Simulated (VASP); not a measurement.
Wanted: the native input for a VASP 6.6.1 run.

```yaml
Task: relaxation of cell and atoms
Functional: PBE
Potentials_or_basis: VASP PAW PBE potentials, release 64 (P)
Cutoff: 600 eV
k_mesh: 4 × 4 × 4
Occupations: gaussian, width 0.1 eV
Spin: no spin polarisation
Dipole_correction: no
Further_INCAR_settings: ALGO = Normal; EDIFF = 1e-07; IBRION = 2; EDIFFG = -0.04; NSW = 90; ISIF = 3
```

The structure of P lies in POSCAR:

```
P
1.0
    4.2404133800      0.0000000000      0.0000000000
    0.0000000000      4.2404133800      0.0000000000
    0.0000000000      0.0000000000      4.2404133800
P
4
Direct
    0.8770780000      0.8770780000      0.8770780000
    0.6229220000      0.1229220000      0.3770780000
    0.1229220000      0.3770780000      0.6229220000
    0.3770780000      0.6229220000      0.1229220000
```

The cell was generated, and may not be a known phase.

The input as run:

INCAR

```
  PREC = Accurate
  ENCUT = 600
  EDIFF = 1E-7
  ISMEAR = 0
  SIGMA = 0.1
  LREAL = False
  LASPH = True
  NELM = 80
  ALGO = Normal
  ISIF = 3
  LWAVE = False
  LCHARG = False
  GGA = PE
  IBRION = 2
  NSW = 90
  EDIFFG = -0.04
```

KPOINTS

```
Automatic mesh
0
Gamma
  4 4 4
```

Potentials or basis: VASP PAW PBE potentials, release 64 (P).

Command:

```sh
$ cat potpaw_PBE.64/P/POTCAR > POTCAR
$ mpirun -np 1 vasp_std > vasp.out
```

Results of the run:

```json
{"Relaxed volume": "16.34 Å³/atom", "Relaxed cell": "a = 4.028 Å, b = 4.028 Å, c = 4.028 Å, α = 90.00°, β = 90.00°, γ = 90.00°", "Space group after relaxing (to 0.1 Å)": "P4_132 (No. 213)", "Energy gained by relaxing": "90.3 meV/atom", "Ionic steps": "3", "Pressure after relaxing": "0.0 GPa", "Largest force after relaxing": "0.036 eV/Å", "Band gap on the k mesh": "zero (bands 10 and 11 overlap by 5.17 eV)"}
```

Caveat: the k points lie up to 0.39 Å⁻¹ apart in the final cell, too coarse for converged energies and pressures of a metal.

Run time: 17 s on 1 thread of AMD EPYC 9R45 96-Core Processor (Zen 5), on a shared host, peak memory 0.16 GiB.
